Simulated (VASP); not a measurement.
Al:

```
Al
1.0
     0.00000    1.99763    1.99763
     1.99763    0.00000    1.99763
     1.99763    1.99763    0.00000
Al
1
Direct
  0.00000 0.00000 0.00000
```

Base run:

- Program: VASP 6.6.1
- Functional: PBE
- Potentials or basis: VASP PAW PBE potentials, release 64 (Al)
- Cutoff: 500 eV
- k mesh: 8 × 8 × 8
- Occupations: fermi-dirac, width 0.1 eV
- Spin: no spin polarisation

Its results: pressure 3.0 GPa.

**Question.** The run is repeated on the same cell with these changes: k mesh from 8 × 8 × 8 to 4 × 4 × 4. What comes out?

**Answer.** Pressure 4.1 GPa.

Caveats: some runs use coarse meshes.
